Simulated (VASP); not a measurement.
# C (P-1) in VASP: single point with LDA

Aim: the single point of C with LDA.

Program: VASP 6.6.1. These are calculated values, not measurements. Logs are shortened: lines on timing, memory, paths and dates and some standing lists are left out, and cuts for length are marked.

**1. The cell of the first run**

The typed cell holds 6 atoms: a = 2.445 Å, b = 2.445 Å, c = 10.063 Å, α = 83.05°, β = 86.52°, γ = 60.00°.

**2. Single point, LDA (layers slid over each other)**

INCAR reads:

```
ALGO     = Normal         # electronic algorithm
EDIFF    = 1E-7           # SCF threshold, eV
ENCUT    = 520            # plane-wave cutoff, eV
ISIF     = 2              # what is computed and relaxed
ISMEAR   = 0              # smearing method
LASPH    = True           # aspherical terms in the spheres
LCHARG   = True           # write CHGCAR
LELF     = True           # ELF
LREAL    = False          # projectors in reciprocal space
LVHAR    = True         
LWAVE    = False          # write WAVECAR
NBANDS   = 21             # bands
NELM     = 80             # most SCF steps
PREC     = Accurate       # precision mode
SIGMA    = 0.05           # smearing width, eV
```

KPOINTS reads:

```
k-points
0
Gamma
  12 12 3
```

POSCAR reads:

```
C
1.0
    0.0000000000      2.4448680940      0.0000000000
   -2.1172982845      1.2224340470      0.0115975242
   -0.9990598491      0.6112170235      9.9945094918
C
6
Direct
    0.4999997487     -0.0833661278      0.1667332609
    0.8333330820     -0.0833661278      0.8333999276
    0.1666664153      0.4166338722      0.5000665943
    0.5000002513      0.7500161278      0.4999667391
    0.8333335847      0.2500161278      0.1666334057
    0.1666669180      0.2500161278      0.8333000724
```

Potentials or basis: VASP PAW LDA potentials, release 64 (C).

Run with:

```sh
cat potpaw_LDA.64/C/POTCAR > POTCAR
mpirun -np 1 vasp_std > vasp.out
```

OUTCAR:

```text
EDIFF = 1E-7
   ENCUT = 520
   ISIF = 2
   ISMEAR = 0
   LASPH = True
   LREAL = False
   NELM = 80
   PREC = Accurate

 ion  position               nearest neighbor table
   1  0.500  0.917  0.167-   5 1.41   5 1.41   5 1.41
   2  0.833  0.917  0.833-   6 1.41   6 1.41   6 1.41
   3  0.167  0.417  0.500-   4 1.41   4 1.41   4 1.41
   4  0.500  0.750  0.500-   3 1.41   3 1.41   3 1.41
   5  0.833  0.250  0.167-   1 1.41   1 1.41   1 1.41
   6  0.167  0.250  0.833-   2 1.41   2 1.41   2 1.41

  LATTYP: Found a triclinic cell.
 ALAT       =     2.4448680940
 B/A-ratio  =     1.7320532962
 C/A-ratio  =     4.7889453798
 COS(alpha) =     0.0002056281
 COS(beta)  =     0.2610178026
 COS(gamma) =     0.8660241595

  Lattice vectors:

 A1 = (   0.0000000000,  -2.4448680940,   0.0000000000)
 A2 = (  -2.1172982845,  -3.6673021410,   0.0115975242)
 A3 = (   5.2336564181,  -3.0560851175, -10.0177045402)

Analysis of symmetry for initial positions (statically):
=====================================================================
 Subroutine PRICEL returns:
 Original cell was already a primitive cell.

 Routine SETGRP: Setting up the symmetry group for a
 triclinic supercell.

 Subroutine GETGRP returns: Found  2 space group operations
 (whereof  1 operations were pure point group operations)
 out of a pool of  2 trial point group operations.

The static configuration has the point symmetry C_1 .
 The point group associated with its full space group is S_2 .

Analysis of symmetry for dynamics (positions and initial velocities):
=====================================================================
 Subroutine PRICEL returns:
 Original cell was already a primitive cell.

 Routine SETGRP: Setting up the symmetry group for a
 triclinic supercell.

 Subroutine GETGRP returns: Found  2 space group operations
 (whereof  1 operations were pure point group operations)
 out of a pool of  2 trial point group operations.

The dynamic configuration has the point symmetry C_1 .
 The point group associated with its full space group is S_2 .

 Subroutine INISYM returns: Found  2 space group operations
 (whereof  1 operations are pure point group operations),
 and found     1 'primitive' translations

----------------------------------------------------------------------------------------

                                     Primitive cell

  volume of cell :      51.7084

  direct lattice vectors                    reciprocal lattice vectors
     0.000000000  2.444868094  0.000000000     0.236142288  0.409020021 -0.001408746
    -2.117298284  1.222434047  0.011597524    -0.472558753  0.000000000 -0.047237383
    -0.999059849  0.611217023  9.994509492     0.000548352  0.000000000  0.100109749

  length of vectors
     2.444868094  2.444878632 10.062898529     0.472294974  0.474913829  0.100111251

  position of ions in fractional coordinates (direct lattice)
     0.499999749  0.916633872  0.166733261
     0.833333082  0.916633872  0.833399928
     0.166666415  0.416633872  0.500066594
     0.500000251  0.750016128  0.499966739
     0.833333585  0.250016128  0.166633406
     0.166666918  0.250016128  0.833300072

  ion indices of the primitive-cell ions
   primitive index   ion index
                 1           1
                 2           2
                 3           3
                 4           4
                 5           5
                 6           6

----------------------------------------------------------------------------------------

 KPOINTS: k-points

Automatic generation of k-mesh.
 Grid dimensions read from file:
 generate k-points for:   12   12    3

 Generating k-lattice:

  Cartesian coordinates                     Fractional coordinates (reciprocal lattice)
     0.019678524  0.034085002 -0.000117395     0.083333333  0.000000000  0.000000000
    -0.039379896  0.000000000 -0.003936449     0.000000000  0.083333333  0.000000000
     0.000182784  0.000000000  0.033369916     0.000000000 -0.000000000  0.333333333

  Length of vectors
     0.039357915  0.039576152  0.033370417

  Shift w.r.t. Gamma in fractional coordinates (k-lattice)
     0.000000000  0.000000000  0.000000000

 Subroutine IBZKPT returns following result:
 ===========================================

 Found    218 irreducible k-points:

 Following reciprocal coordinates:
            Coordinates               Weight
  0.000000  0.000000  0.000000      1.000000
  0.083333 -0.000000  0.000000      2.000000
  0.166667 -0.000000 -0.000000      2.000000
  0.250000 -0.000000  0.000000      2.000000
  0.333333 -0.000000  0.000000      2.000000
  0.416667 -0.000000  0.000000      2.000000
[... 16 lines left out ...]
  0.250000  0.166667 -0.000000      2.000000
  0.333333  0.166667  0.000000      2.000000
 [... further k-points ...]
   k-points           NKPTS =    218   k-points in BZ     NKDIM =    218   number of bands    NBANDS=     21
   number of dos      NEDOS =    301   number of ions     NIONS =      6
   total plane-waves  NPLWV =  25920
   dimension x,y,z NGX =    18 NGY =   18 NGZ =   80
   dimension x,y,z NGXF=    36 NGYF=   36 NGZF=  160
   ions per type =               6
   NGX,Y,Z   is equivalent  to a cutoff of  12.24, 12.24, 13.22 a.u.
   NGXF,Y,Z  is equivalent  to a cutoff of  24.48, 24.48, 26.43 a.u.
 SYSTEM =  unknown system
   PREC   = accura    normal or accurate (medium, high low for compatibility)
   ISTART =      0    job   : 0-new  1-cont  2-samecut
   ICHARG =      2    charge: 1-file 2-atom 10-const
   ISPIN  =      1    spin polarized calculation?
   LNONCOLLINEAR =      F non collinear calculations
   LSORBIT =      F    spin-orbit coupling
   LASPH  =      T    aspherical Exc in radial PAW
   ENCUT  =  520.0 eV  38.22 Ry    6.18 a.u.   4.55  4.55 18.71*2*pi/ulx,y,z
   NELM   =     80;   NELMIN=  2; NELMDL= -5     # of ELM steps
   EDIFF  = 0.1E-06   stopping-criterion for ELM
   LREAL  =      F    real-space projection
   EDIFFG = 0.1E-05   stopping-criterion for IOM
   NSW    =      0    number of steps for IOM
   IBRION =     -1    ionic relax: 0-MD 1-quasi-New 2-CG
   NFREE  =      0    steps in history (QN), initial steepest desc. (CG)
   ISIF   =      2    stress and relaxation
   ISYM   =      2    0-nonsym 1-usesym 2-fastsym
   POTIM  = 0.5000    time-step for ionic-motion
   TEBEG  =    0.0;   TEEND  =   0.0 temperature during run
   PSTRESS=    0.0 pullay stress
   NELECT =      24.0000    total number of electrons
   NUPDOWN=      -1.0000    fix difference up-down
   EMIN   =  10.00;   EMAX   =-10.00  energy-range for DOS
   EFERMI =   0.00;   METHOD = LEGACY
   ISMEAR =     0;   SIGMA  =   0.05  broadening in eV -4-tet -1-fermi 0-gaus
   EFERMI_NEDOS =   21; number of points for ismear=-14 and -15
   IALGO  =     38    algorithm
   IMIX   =      4    mixing-type and parameters
     AMIX     =   0.40;   BMIX     =  1.00
     AMIX_MAG =   1.60;   BMIX_MAG =  1.00
  volume/ion in A,a.u.               =       8.62        58.16
  Fermi-wavevector in a.u.,A,eV,Ry     =   1.267530  2.395284 21.859556  1.606632
  Thomas-Fermi vector in A             =   2.400673
   LORBIT       =      0    0 simple, 1 ext, 2 COOP (PROOUT), +10 PAW based schemes
   GGA     = CA    functional components
   LHFCALC =     F    Hartree Fock is set to
   AEXX    =    0.0000 exact exchange contribution
   IVDW    =     0    specifies the selected vdW correction
   LEPSILON=     F    determine dielectric tensor
   LRPA    =     F    only Hartree local field effects (RPA)
 non-spin polarized calculation
 Gauss-broadening in eV      SIGMA  =   0.05
  energy-cutoff  :      520.00
  volume of cell :       51.71
 maximum number of plane-waves:      1418
   NGX =  9   NGY =  9   NGZ = 37

 number of electron      23.9999996 magnetization

 Free energy of the ion-electron system (eV)
  ---------------------------------------------------
  ext. energy  EPLUGINS =         0.00000000
  ---------------------------------------------------
  free energy    TOTEN  =       -60.65513130 eV

  energy without entropy =      -60.65505675  energy(sigma->0) =      -60.65509403

 E-fermi :   4.7599     XC(G=0): -10.8518

 val. band max:        4.6835080524   @ k =   0.3333  -0.3333   0.3333
 cond. band min:       4.8358546543   @ k =   0.3333  -0.3333   0.3333
 fundamental gap:      0.1523466019
 Fermi energy:         4.7599282338

 k-point     1 :       0.0000    0.0000    0.0000
  band No.  band energies     occupation
      1     -14.8642      2.00000
      2     -14.6175      2.00000
      3     -14.6157      2.00000
      4      -3.5576      2.00000
      5      -3.5516      2.00000
      6      -1.8876      2.00000
[... 13 lines left out ...]
     20      13.2554      0.00000
     21      13.2628      0.00000

 k-point     2 :       0.0833   -0.0000    0.0000
  band No.  band energies     occupation
      1     -14.6970      2.00000
      2     -14.4527      2.00000
      3     -14.4509      2.00000
      4      -3.3545      2.00000
      5      -3.3483      2.00000
      6      -1.6954      2.00000
[... 13 lines left out ...]
     20      13.9578      0.00000
     21      13.9675      0.00000

 k-point     3 :       0.1667   -0.0000   -0.0000
  band No.  band energies     occupation
      1     -14.1969      2.00000
      2     -13.9600      2.00000
      3     -13.9581      2.00000
      4      -2.7498      2.00000
      5      -2.7426      2.00000
      6      -1.1257      2.00000
[... 13 lines left out ...]
     20      14.3106      0.00000
     21      14.5816      0.00000
[... 457 lines left out ...]
 k-point    23 :       0.2500    0.1667   -0.0000
  band No.  band energies     occupation
      1     -13.6975      2.00000
      2     -13.4948      2.00000
      3     -13.4460      2.00000
      4      -2.2776      2.00000
      5      -2.0030      2.00000
      6      -1.5958      2.00000
[... 13 lines left out ...]
     20      13.9762      0.00000
     21      14.6845      0.00000

 k-point    24 :       0.3333    0.1667    0.0000
  band No.  band energies     occupation
      1     -12.8763      2.00000
      2     -12.6843      2.00000
      3     -12.6379      2.00000
      4      -2.9072      2.00000
      5      -2.8813      2.00000
      6      -2.8422      2.00000
[... 13 lines left out ...]
     20      15.0856      0.00000
     21      15.3940      0.00000

 [... further k-points ...]

------------------------ aborting loop because EDIFF is reached ----------------------------------------

  FORCE on cell =-STRESS in cart. coord.  units (eV):
  Direction    XX          YY          ZZ          XY          YZ          ZX
  --------------------------------------------------------------------------------------
  -------------------------------------------------------------------------------------
  Total        0.4070537      0.4290136      0.0247216      0.0162502     -0.0965847     -0.0577250
  in kB       12.6125003     13.2929230      0.7659950      0.5035105     -2.9926627     -1.7886014
  external PRESSURE =       8.8904728 kB  Pullay stress =       0.0000000 kB

 VOLUME and BASIS-vectors are now :
 -----------------------------------------------------------------------------
  energy-cutoff  :      520.00
  volume of cell :       51.71
      direct lattice vectors                 reciprocal lattice vectors
     0.000000000  2.444868094  0.000000000     0.236142288  0.409020021 -0.001408746
    -2.117298284  1.222434047  0.011597524    -0.472558753  0.000000000 -0.047237383
    -0.999059849  0.611217023  9.994509492     0.000548352  0.000000000  0.100109749

 POSITION                                       TOTAL-FORCE (eV/Angst)
 -----------------------------------------------------------------------------------
     -2.10736      2.44487      1.67705        -0.006345     -0.011541      0.014377
     -2.77340      3.66730      8.34005         0.005944      0.010365     -0.023017
     -1.38173      1.22243      5.00275         0.003809      0.006250      0.009930
     -2.08750      2.44487      5.00562        -0.003809     -0.006250     -0.009930
     -0.69584      2.44487      1.66832        -0.005944     -0.010365      0.023017
     -1.36188      1.22243      8.33133         0.006345      0.011541     -0.014377
 -----------------------------------------------------------------------------------
    total drift:                                0.000000     -0.000000     -0.000001

  FREE ENERGIE OF THE ION-ELECTRON SYSTEM (eV)
  ---------------------------------------------------
  free  energy   TOTEN  =       -60.6551313044 eV

  energy  without entropy=      -60.6550567516  energy(sigma->0) =      -60.65509403
```

Run time: 86 s. Hardware: 1 thread of Intel Xeon 6975P-C (Granite Rapids), shared host; peak memory 0.25 GiB.

Results:

| Property | Result |
| --- | --- |
| Free energy | -60.6551 eV |
| Pressure | 0.9 GPa |
| Largest force | 0.026 eV/Å |

Forces in eV/Å, atoms in the order of the input:
```
C   -0.006 -0.012  0.014
C    0.006  0.010 -0.023
C    0.004  0.006  0.010
C   -0.004 -0.006 -0.010
C   -0.006 -0.010  0.023
C    0.006  0.012 -0.014
```

Caveat: the cell differs from its parent crystal (layers slid over each other).
